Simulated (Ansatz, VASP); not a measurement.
One calculation of CdS, two programs

The input INCAR:

```
SYSTEM = CdS
ALGO = Normal ; EDIFF = 1E-7
ENCUT = 520 ; GGA = PE
ISIF = 2 ; ISMEAR = 0
LASPH = .True. ; LCHARG = .True.
LELF = .True. ; LREAL = .False.
LVHAR = .True. ; LWAVE = .False.
NBANDS = 16 ; NELM = 60
PREC = Accurate ; SIGMA = 0.026000000000000002
```

The input KPOINTS:

```
k-points
0
Gamma
  8 8 8
  0 0 0
```

File POSCAR:

```
CdS
1.0
    0.0000000000      2.9165000000      2.9165000000
    2.9165000000      0.0000000000      2.9165000000
    2.9165000000      2.9165000000      0.0000000000
Cd S
1 1
Direct
    0.0000000000      0.0000000000      0.0000000000
    0.7500000000      0.7500000000      0.7500000000
```

input.yaml

```yaml
crystal:
  lattice:
    - [0.0, 2.9165, 2.9165]
    - [2.9165, 0.0, 2.9165]
    - [2.9165, 2.9165, 0.0]
  atoms:
    - { symbol: Cd, position: [0.0, 0.0, 0.0] }
    - { symbol: S, position: [0.75, 0.75, 0.75] }
hamiltonian:
  xc: pbe
  pseudopotentials: { kind: paw }
kpoints:
  mp_grid: { grid: [8, 8, 8] }
scf:
  occupations: { method: gaussian, width: 0.026 }
output:
  forces: true
  stress: true
  eigenvalues: true
  write_density: true
  write_potential: true
  elf: true
  volumetric_format: npy
```

Alike in both runs: task single point; functional PBE; k mesh 8 × 8 × 8; occupations gaussian, width 0.026 eV; no spin polarisation.

```csv
,VASP,Ansatz
version,VASP 6.6.1,Ansatz 0.2.0
potentials or method,"VASP PAW PBE potentials, release 64 (Cd, S)",Ansatz PAW
plane-wave cutoff (eV),520,420
valence electrons in the cell,18,26
```

Ansatz gave:

- gap on the k mesh at the Fermi level (eV): 1.15
- least direct gap on the mesh (eV): 1.15
- pressure (GPa): 2.8

Question: Estimate VASP's values.

Answer: gap on the k mesh at the Fermi level (eV): 1.15; least direct gap on the mesh (eV): 1.15; pressure (GPa): 3.2.

The functional is the same, so the differences come from potentials, cutoffs and numerics. VASP's potentials hold 18 valence electrons a cell and Ansatz's 26, so a difference there can come from the potentials and not from the codes.
